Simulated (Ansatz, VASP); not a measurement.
**One calculation of SiMo3, two programs**

The input INCAR:

```
SYSTEM = SiMo3
ALGO     = Normal         ! electronic algorithm
EDIFF    = 1E-6           ! SCF threshold, eV
ENCUT    = 520            ! plane-wave cutoff, eV
GGA      = PS             ! functional
ISIF     = 2              ! what is computed and relaxed
ISMEAR   = 0              ! smearing method
LASPH    = .TRUE.         ! aspherical terms in the spheres
LCHARG   = .TRUE.         ! write CHGCAR
LELF     = .TRUE.         ! ELF
LREAL    = .FALSE.        ! projectors in reciprocal space
LVHAR    = .TRUE.       
LWAVE    = .FALSE.        ! write WAVECAR
NBANDS   = 56             ! bands
NELM     = 100            ! most SCF steps
PREC     = Accurate       ! precision mode
SIGMA    = 0.1            ! smearing width, eV
```

File KPOINTS:

```
k-points
0
G
  4 4 4
  0 0 0
```

The input POSCAR:

```
SiMo3
1.0
    4.8890000000      0.0000000000      0.0000000000
    0.0000000000      4.8890000000      0.0000000000
    0.0000000000      0.0000000000      4.8890000000
Si Mo
2 6
Direct
    0.0000000000      0.0000000000      0.0000000000
    0.5000000000      0.5000000000      0.5000000000
    0.2500000000      0.0000000000      0.5000000000
    0.5000000000      0.7500000000      0.0000000000
    0.7500000000      0.0000000000      0.5000000000
    0.5000000000      0.2500000000      0.0000000000
    0.0000000000      0.5000000000      0.7500000000
    0.0000000000      0.5000000000      0.2500000000
```

Input for Ansatz:

```yaml
crystal:
  lattice:
    - [4.889, 0.0, 0.0]
    - [0.0, 4.889, 0.0]
    - [0.0, 0.0, 4.889]
  atoms:
    - { symbol: Si, position: [0.0, 0.0, 0.0] }
    - { symbol: Si, position: [0.5, 0.5, 0.5] }
    - { symbol: Mo, position: [0.25, 0.0, 0.5] }
    - { symbol: Mo, position: [0.5, 0.75, 0.0] }
    - { symbol: Mo, position: [0.75, 0.0, 0.5] }
    - { symbol: Mo, position: [0.5, 0.25, 0.0] }
    - { symbol: Mo, position: [0.0, 0.5, 0.75] }
    - { symbol: Mo, position: [0.0, 0.5, 0.25] }
basis:
  ecutwfc: 420
kpoints:
  mp_grid: { grid: [4, 4, 4] }
hamiltonian:
  xc: pbesol
scf:
  occupations: { method: gaussian, width: 0.1 }
output:
  forces: true
  stress: true
  eigenvalues: true
```

Alike in both runs: task single point; functional PBEsol; k mesh 4 × 4 × 4; occupations gaussian, width 0.1 eV; no spin polarisation.

```csv
,VASP,Ansatz
version,VASP 6.6.1,Ansatz 0.2.0
potentials or method,"VASP PAW PBE potentials, release 64 (Si, Mo_sv), cutoff 520 eV","scalar-relativistic, plane waves, PAW"
valence electrons in the cell,92,92
```

VASP gave:

```
gap on the k mesh at the Fermi level (eV) : none
pressure (GPa)                            : -2.9
```

Problem. Estimate Ansatz's values.

Solution. gap on the k mesh at the Fermi level (eV): none; pressure (GPa): -3.4.

VASP's potentials were made for PBE, not for PBEsol. A gap of «none» marks a metal or a gap that the smearing closes. With one functional, cell and mesh, what is left measures potentials, basis and numerics.
